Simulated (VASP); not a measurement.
# SiO2 (Fddd) in VASP: further runs

SiO2 is run at these levels: PBE; tasks: electric field gradients.

Everything below comes from runs of VASP 6.6.1. Logs are shortened: lines on timing, memory, paths and dates and some standing lists are left out, and cuts for length are marked.

**1. The cell of the first run**

Symmetry: Fddd, No. 70, orthorhombic system. Conventional cell: a = 4.719 Å, b = 9.433 Å, c = 14.726 Å, α = 90.00°, β = 90.00°, γ = 90.00°. Si (site symmetry 2) has 4 O at 1.60 to 1.62 Å within 2.1 Å. Within 2.1 Å of O (site symmetry -1) lie 2 Si at 1.60 Å. O (site symmetry 2) has 2 Si at 1.62 Å within 2.2 Å.

**2. Electric field gradients, PBE**

File INCAR:

```
SYSTEM = SiO2
PREC = Accurate ; ENCUT = 520
EDIFF = 1E-8 ; ISMEAR = -1
SIGMA = 0.02 ; LREAL = .FALSE.
LASPH = .TRUE. ; NELM = 80
ALGO = Normal ; ISIF = 2
LWAVE = .FALSE. ; LCHARG = .FALSE.
GGA = PE ; LEFG = .TRUE.
NBANDS = 44
```

File KPOINTS:

```
Automatic mesh
0
G
  5 5 5
  0 0 0
```

File POSCAR:

```
SiO2
1.0
    0.0000000000      4.7162571100      7.3627753715
    2.3595806657      0.0000000000      7.3627753715
    2.3595806657      4.7162571100      0.0000000000
Si O
4 8
Direct
    0.5632310800      0.5632310800      0.9367689200
    0.3132310800      0.3132310800      0.6867689200
    0.6867689200      0.6867689200      0.3132310800
    0.9367689200      0.9367689200      0.5632310800
    0.6250000000      0.1250000000      0.6250000000
    0.6250000000      0.6250000000      0.1250000000
    0.6250000000      0.6250000000      0.6250000000
    0.1250000000      0.6250000000      0.6250000000
    0.1865604000      0.8134396000      0.1865604000
    0.8134396000      0.1865604000      0.8134396000
    0.4365604000      0.0634396000      0.4365604000
    0.0634396000      0.4365604000      0.0634396000
```

Potentials or basis: VASP PAW PBE potentials, release 64 (Si, O).

Started as:

```sh
> cat potpaw_PBE.64/Si/POTCAR potpaw_PBE.64/O/POTCAR > POTCAR
> mpirun -np 1 vasp_std > vasp.out
```

OUTCAR:

```text
SYSTEM = SiO2
   PREC = Accurate
   ENCUT = 520
   EDIFF = 1E-8
   ISMEAR = -1
   LREAL = .FALSE.
   LASPH = .TRUE.
   NELM = 80
   ISIF = 2
   GGA = PE

 ion  position               nearest neighbor table
   1  0.563  0.563  0.937-   6 1.60   7 1.60   9 1.62  10 1.62   4 3.01   4 3.01
   2  0.313  0.313  0.687-   5 1.60   8 1.60  11 1.62  12 1.62   3 3.01   3 3.01
   3  0.687  0.687  0.313-   6 1.60   7 1.60  11 1.62  12 1.62   2 3.01   2 3.01
   4  0.937  0.937  0.563-   5 1.60   8 1.60   9 1.62  10 1.62   1 3.01   1 3.01
   5  0.625  0.125  0.625-   2 1.60   4 1.60
   6  0.625  0.625  0.125-   1 1.60   3 1.60
   7  0.625  0.625  0.625-   1 1.60   3 1.60
   8  0.125  0.625  0.625-   2 1.60   4 1.60
   9  0.187  0.813  0.187-   4 1.62   1 1.62
  10  0.813  0.187  0.813-   4 1.62   1 1.62
  11  0.437  0.063  0.437-   2 1.62   3 1.62
  12  0.063  0.437  0.063-   2 1.62   3 1.62

  LATTYP: Found a face centered orthorhombic cell.
 ALAT       =     4.7191613314
 B/A-ratio  =     1.9987691790
 C/A-ratio  =     3.1203745134

  Lattice vectors:

 A1 = (   0.0000000000,   4.7162571100,   7.3627753715)
 A2 = (   2.3595806657,   0.0000000000,   7.3627753715)
 A3 = (   2.3595806657,   4.7162571100,   0.0000000000)

Analysis of symmetry for initial positions (statically):
=====================================================================
 Subroutine PRICEL returns:
 Original cell was already a primitive cell.

 Routine SETGRP: Setting up the symmetry group for a
 face centered orthorhombic supercell.

 Subroutine GETGRP returns: Found  8 space group operations
 (whereof  4 operations were pure point group operations)
 out of a pool of  8 trial point group operations.

The static configuration has the point symmetry D_2 .
 The point group associated with its full space group is D_2h.

Analysis of symmetry for dynamics (positions and initial velocities):
=====================================================================
 Subroutine PRICEL returns:
 Original cell was already a primitive cell.

 Routine SETGRP: Setting up the symmetry group for a
 face centered orthorhombic supercell.

 Subroutine GETGRP returns: Found  8 space group operations
[... 1321 lines left out ...]
  energy-cutoff  :      520.00
  volume of cell :      163.87
      direct lattice vectors                 reciprocal lattice vectors
     0.000000000  4.716257110  7.362775371    -0.211902058  0.106016273  0.067909175
     2.359580666  0.000000000  7.362775371     0.211902058 -0.106016273  0.067909175
     2.359580666  4.716257110  0.000000000     0.211902058  0.106016273 -0.067909175

 POSITION                                       TOTAL-FORCE (eV/Angst)
 -----------------------------------------------------------------------------------
      3.53937      7.07439      8.29389        -0.000000      0.000000     -0.032046
      2.35958      4.71626      4.61250        -0.000000      0.000000     -0.032046
      2.35958      4.71626     10.11305        -0.000000      0.000000      0.032046
      3.53937      7.07439     13.79444        -0.000000      0.000000      0.032046
      1.76969      5.89532      5.52208        -0.000000      0.000000      0.000000
      1.76969      3.53719      9.20347        -0.000000     -0.000000      0.000000
      2.94948      5.89532      9.20347        -0.000000      0.000000      0.000000
      2.94948      3.53719      5.52208         0.000000      0.000000      0.000000
      2.35958      1.75973      7.36278        -0.000000     -0.367119      0.000000
      2.35958      7.67278      7.36278        -0.000000      0.367119      0.000000
      1.17979      4.11786      3.68139         0.000000     -0.367119      0.000000
      1.17979      0.59839      3.68139         0.000000      0.367119      0.000000
 -----------------------------------------------------------------------------------
    total drift:                               -0.000000     -0.000000     -0.000000

  FREE ENERGIE OF THE ION-ELECTRON SYSTEM (eV)
  ---------------------------------------------------
  free  energy   TOTEN  =       -94.6933579705 eV

  energy  without entropy=      -94.6933579705  energy(sigma->0) =      -94.69335797

 Electric field gradients (V/A^2)
---------------------------------------------------------------------
 ion       V_xx      V_yy      V_zz      V_xy      V_xz      V_yz
---------------------------------------------------------------------
   1      -6.174     7.129    -0.955    -3.091     0.000     0.000
   2      -6.174     7.129    -0.954     3.091     0.000     0.000
   3      -6.174     7.129    -0.955    -3.091     0.000     0.000
   4      -6.174     7.129    -0.954     3.091     0.000     0.000
   5     -29.300    30.402    -1.102   -42.354   -30.453    58.950
   6     -29.300    30.403    -1.103    42.357    30.453    58.950
   7     -29.300    30.402    -1.102    42.357   -30.453   -58.954
   8     -29.301    30.403    -1.102   -42.353    30.453   -58.953
   9      30.504   -29.471    -1.033     0.002   -68.080    -0.001
  10      30.504   -29.471    -1.033     0.001    68.080    -0.001
  11      30.504   -29.471    -1.033     0.001    68.080    -0.001
  12      30.504   -29.471    -1.033     0.002   -68.080    -0.001
---------------------------------------------------------------------

 Electric field gradients after diagonalization (V/A^2)
 (convention: |V_zz| > |V_xx| > |V_yy|)
----------------------------------------------------------------------
 ion       V_xx      V_yy      V_zz     asymmetry (V_yy - V_xx)/ V_zz
----------------------------------------------------------------------
   1      -6.857    -0.955     7.812       0.756
   2      -6.857    -0.954     7.812       0.756
   3      -6.857    -0.955     7.812       0.756
   4      -6.857    -0.954     7.812       0.756
   5     -51.267   -45.901    97.168       0.055
   6     -51.269   -45.900    97.170       0.055
   7     -51.269   -45.903    97.172       0.055
   8     -51.267   -45.904    97.170       0.055
   9     -55.147   -29.471    84.618       0.303
  10     -55.147   -29.471    84.617       0.303
  11     -55.147   -29.471    84.617       0.303
  12     -55.147   -29.471    84.618       0.303
----------------------------------------------------------------------

           NMR quadrupolar parameters

 Cq : quadrupolar parameter    Cq=e*Q*V_zz/h
 eta: asymmetry parameters     (V_yy - V_xx)/ V_zz
 Q  : nuclear electric quadrupole moment in mb (millibarn)
----------------------------------------------------------------------
 ion       Cq(MHz)       eta       Q (mb)
----------------------------------------------------------------------
   1       0.019       0.756       1.000
   2       0.019       0.756       1.000
   3       0.019       0.756       1.000
   4       0.019       0.756       1.000
   5       0.235       0.055       1.000
   6       0.235       0.055       1.000
   7       0.235       0.055       1.000
   8       0.235       0.055       1.000
   9       0.205       0.303       1.000
  10       0.205       0.303       1.000
  11       0.205       0.303       1.000
  12       0.205       0.303       1.000
----------------------------------------------------------------------
```

stdout:

```text
POSCAR found type information on POSCAR SiO
 POSCAR found :  2 types and      12 ions
 scaLAPACK will be used
 LDA part: xc-table for (Slater+PW92), standard interpolation
 POSCAR, INCAR and KPOINTS ok, starting setup
 FFT: planning ... GRIDC
 FFT: planning ... GRID_SOFT
 FFT: planning ... GRID
 WAVECAR not read
 entering main loop
ion   1

ion   2

ion   3

ion   4

ion   5
     0.0000293     9.2475892   -12.2702071     0.1798108     6.4597757     6.3474977
     0.0000403     9.2475891   -12.2702070     0.1798108     6.4597756     6.3474977
     0.0000555     9.2475890   -12.2702068     0.1798108     6.4597755     6.3474976
     0.0000765     9.2475887   -12.2702064     0.1798108     6.4597753     6.3474974

     0.0000293    33.9920588   -46.4111128     0.7541027    24.2260757    23.6702280
     0.0000403    33.9920526   -46.4111041     0.7541025    24.2260712    23.6702236
     0.0000555    33.9920418   -46.4110894     0.7541023    24.2260635    23.6702161
     0.0000765    33.9920238   -46.4110645     0.7541019    24.2260506    23.6702035
[... 29 lines left out ...]
     0.0000293    33.9920588    46.4111128     0.7541027   -24.2260757    23.6702280
     0.0000403    33.9920526    46.4111041     0.7541025   -24.2260712    23.6702236
     0.0000555    33.9920418    46.4110894     0.7541023   -24.2260635    23.6702161
     0.0000765    33.9920238    46.4110645     0.7541019   -24.2260506    23.6702035

ion   9

ion  10

ion  11

ion  12
```

Run time: 5.9 min. Hardware: 1 thread of Intel Xeon Platinum 8375C at 2.90GHz (Ice Lake), shared host; peak memory 0.47 GiB.

Results:

```
Free energy                             : -94.6934 eV
Pressure                                : 5.1 GPa
Largest force                           : 0.367 eV/Å
Band gap on the k mesh                  : 5.78 eV
Largest electric field gradient by atom : Si +7.8; O +97.2, +84.6 (each value once) V/Å²
```

Forces on the atoms (eV/Å):
```
Si   0.000  0.000 -0.032
Si   0.000  0.000 -0.032
Si   0.000  0.000  0.032
Si   0.000  0.000  0.032
O    0.000  0.000  0.000
O    0.000  0.000  0.000
O    0.000  0.000  0.000
O    0.000  0.000  0.000
O    0.000 -0.367  0.000
O    0.000  0.367  0.000
O    0.000 -0.367  0.000
O    0.000  0.367  0.000
```

Levels at points of the mesh, in eV from the valence-band top:
```
           k point  band 28  band 29  band 30  band 31  band 32  band 33  band 34  band 35  band 36  band 37
(0.00, 0.00, 0.00)    -0.76    -0.64    -0.44    -0.04     0.00     5.78     8.31     8.39     8.72     8.83
```

Electric field gradients, principal values (V/Å²):
```
atom    least   middle  greatest (by size)
1 Si   -0.955   -6.857               7.812
2 Si   -0.954   -6.857               7.812
3 Si   -0.955   -6.857               7.812
4 Si   -0.954   -6.857               7.812
 5 O  -45.901  -51.267              97.168
 6 O  -45.900  -51.269              97.170
 7 O  -45.903  -51.269              97.172
 8 O  -45.904  -51.267              97.170
 9 O  -29.471  -55.147              84.618
10 O  -29.471  -55.147              84.617
11 O  -29.471  -55.147              84.617
12 O  -29.471  -55.147              84.618
```

Caveat: the cell stands under pressure; without QUAD_EFG the Cq values of the log hold for a quadrupole moment of 1 mb, not for the nuclei; an odd mesh through Γ misses points on the zone boundary, where band edges can lie.

[end of part 1 of 2]
